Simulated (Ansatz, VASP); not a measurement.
**TiO2 in VASP and in Ansatz**

File INCAR:

```
ALGO = Normal ; EDIFF = 1E-6
ENCUT = 520 ; GGA = PE
ISIF = 2 ; ISMEAR = -1
LASPH = T ; LCHARG = F
LREAL = F ; LWAVE = F
NBANDS = 33 ; NELM = 100
PREC = Accurate ; SIGMA = 0.05
```

The input KPOINTS:

```
k-points
0
Gamma
  4 4 7
```

The input POSCAR:

```
TiO2
1.0
    4.5998373239      0.0000000000      0.0000000000
    0.0000000000      4.5998373239      0.0000000000
    0.0000000000      0.0000000000      2.9592135600
Ti O
2 4
Direct
    0.0000000000      0.0000000000      0.5000000000
    0.5000000000      0.5000000000      0.0000000000
    0.3043213200      0.3043213200      0.5000000000
    0.1956786800      0.8043213200      0.0000000000
    0.8043213200      0.1956786800      0.0000000000
    0.6956786800      0.6956786800      0.5000000000
```

input.yaml

```yaml
crystal:
  lattice:
    - [4.5998373239, 0.0, 0.0]
    - [0.0, 4.5998373239, 0.0]
    - [0.0, 0.0, 2.95921356]
  atoms:
    - { symbol: Ti, position: [0.0, 0.0, 0.5] }
    - { symbol: Ti, position: [0.5, 0.5, 0.0] }
    - { symbol: O, position: [0.30432132, 0.30432132, 0.5] }
    - { symbol: O, position: [0.19567868, 0.80432132, 0.0] }
    - { symbol: O, position: [0.80432132, 0.19567868, 0.0] }
    - { symbol: O, position: [0.69567868, 0.69567868, 0.5] }
hamiltonian:
  xc: pbe
  pseudopotentials: { kind: paw }
kpoints:
  mp_grid: { grid: [4, 4, 7] }
scf:
  occupations: { method: fermi_dirac, width: 0.05 }
output:
  forces: true
  stress: true
  eigenvalues: true
```

Alike in both runs: task single point; functional PBE; k mesh 4 × 4 × 7; occupations fermi-dirac, width 0.05 eV; no spin polarisation.

```csv
,VASP,Ansatz
version,VASP 6.6.1,Ansatz 0.2.0
potentials or method,"VASP PAW PBE potentials, release 64 (Ti_sv, O)",Ansatz PAW
plane-wave cutoff (eV),520,420
valence electrons in the cell,48,48
```

```csv
,VASP,Ansatz,Ansatz less VASP
gap on the k mesh at the Fermi level (eV),1.84,1.86,+0.026
least direct gap on the mesh (eV),1.84,1.86,+0.026
pressure (GPa),4.9,4.2,-0.65
"traceless stress, the component that is largest in VASP (GPa)",-0.34,-0.54,-0.205
rms of the force components (eV/Å),0.010,0.002,-0.0076
```

Atom by atom the forces differ by 0.012 eV/Å (rms over components).

Noted on Ansatz's run: odd divisions of the mesh miss points on the zone boundary, where band edges often lie, so the gap on the mesh can be too wide.
